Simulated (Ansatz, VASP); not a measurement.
Two plane-wave programs on SnO2

```xyz
6
Lattice="4.7997 0.0000 0.0000 0.0000 4.7997 0.0000 0.0000 0.0000 3.2283" Properties=species:S:1:pos:R:3 pbc="T T T"
Sn    0.0000    0.0000    0.0000
Sn    2.3998    2.3998    1.6142
O     1.4669    1.4669    0.0000
O     0.9330    3.8667    1.6142
O     3.3328    3.3328    0.0000
O     3.8667    0.9330    1.6142
```

Change from the starting cell: volume scaled by 1.04, PAW files.

Alike in both runs: task electric field gradients; functional PBE; k mesh 4 × 4 × 6; occupations fermi-dirac, width 0.03 eV; no spin polarisation.

|  | VASP | Ansatz |
| --- | --- | --- |
| version | VASP 6.6.1 | Ansatz 0.2.0 |
| potentials or method | VASP PAW PBE potentials, release 64 (Sn_d, O) | PAW with Ansatz's default frozen-core files, scalar-relativistic |
| plane-wave cutoff (eV) | 520 | 420 |
| valence electrons in the cell | 52 | 52 |

```csv
,VASP,Ansatz,Ansatz less VASP
pressure (GPa),3.1,2.4,-0.63
"traceless stress, the component that is largest in VASP (GPa)",0.20,0.02,-0.183
rms of the force components (eV/Å),0.037,0.044,+0.0068
size of Vzz on the site where it differs most (V/Å²),51.9,53.2,+1.25
```

Atom by atom the forces differ by 0.007 eV/Å (rms over components). The functional is the same, so the differences come from potentials, cutoffs and numerics.
